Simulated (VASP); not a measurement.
KBr, 2 atoms in the cell. Symmetry: I4/mmm, No. 139, tetragonal system. Conventional cell: a = 4.796 Å, b = 4.796 Å, c = 6.486 Å, α = 90.00°, β = 90.00°, γ = 90.00°. K (site symmetry 4/mmm) has 6 Br at 3.24 to 3.39 Å within 4.3 Å. Within 4.3 Å of Br (site symmetry 4/mmm) lie 6 K at 3.24 to 3.39 Å.  This cell differs from its parent crystal: strain +0.030 along x and y, -0.015 along z.

| Quantity | Value |
| --- | --- |
| Program | VASP 6.6.1 |
| Task | single point |
| Functional | r2SCAN |
| Potentials or basis | VASP PAW PBE potentials, release 64 (K_sv, Br) |
| Cutoff | 520 eV |
| k mesh | 6 × 6 × 6 |
| Occupations | gaussian, width 0.05 eV |
| Spin | no spin polarisation |
| Dipole correction | no |
| Further INCAR settings | ALGO = Normal; EDIFF = 1e-06; NBANDS = 15 |

Potentials or basis: VASP PAW PBE potentials, release 64 (K_sv, Br).

Launch:

```sh
$ cat potpaw_PBE.64/K_sv/POTCAR potpaw_PBE.64/Br/POTCAR > POTCAR
$ cp INCAR.step1 INCAR
$ mpirun -np 1 vasp_std > vasp.out
$ cp INCAR.step2 INCAR
$ mpirun -np 1 vasp_std > vasp.out
```

Hardware: 1 thread of Intel(R) Xeon(R) 6975P-C (Granite Rapids) (shared host).

How long does it take, and how much memory?

Run time: 61 s on 1 thread of Intel(R) Xeon(R) 6975P-C (Granite Rapids) (shared host), peak memory 0.22 GiB. Counts: k points 30.
